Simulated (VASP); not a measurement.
Wanted: the native input for a VASP 6.6.1 run.

```
Task                   : single point
Functional             : PBE
Potentials or basis    : VASP PAW PBE potentials, release 64 (Ru_pv)
Cutoff                 : 520 eV
k mesh                 : 20 × 20 × 11
Occupations            : fermi-dirac, width 0.05 eV
Spin                   : no spin polarisation
Dipole correction      : no
Further INCAR settings : ALGO = Normal; EDIFF = 1e-07; NBANDS = 21
```

The structure of Ru lies in POSCAR:

```
Ru
1.0
    2.7058000000      0.0000000000      0.0000000000
   -1.3529000000      2.3432915376      0.0000000000
    0.0000000000      0.0000000000      4.3247190000
Ru
2
Direct
    0.3333333333      0.6666666667      0.2500000000
    0.6666666667      0.3333333333      0.7500000000
```

This cell differs from its parent crystal: z stretched by +1 %, then relaxed in part.

One way to write it, as run:

INCAR

```
SYSTEM = Ru
PREC = Accurate ; ENCUT = 520
EDIFF = 1E-7 ; ISMEAR = -1
SIGMA = 0.05 ; LREAL = .FALSE.
LASPH = .TRUE. ; NELM = 80
ALGO = Normal ; ISIF = 2
LWAVE = .FALSE. ; LCHARG = .TRUE.
GGA = PE ; LELF = .TRUE.
LVHAR = .TRUE. ; NBANDS = 21
```

KPOINTS

```
regular mesh
0
G
  20 20 11
  0 0 0
```

Potentials or basis: VASP PAW PBE potentials, release 64 (Ru_pv).

Launch:

```sh
$ cat potpaw_PBE.64/Ru_pv/POTCAR > POTCAR
$ mpirun -np 1 vasp_std > vasp.out
```

Results of the run:

```
Pressure               : 1.1 GPa
Band gap on the k mesh : zero (band 14 reaches 14.29 eV, above the bottom of band 15 at 11.13 eV)
```

Caveat: the cell differs from its parent crystal (z stretched by +1 %, then relaxed in part).

Run time: 42 s on 1 thread of Intel(R) Xeon(R) 6975P-C (Granite Rapids), on a shared host, peak memory 0.23 GiB.
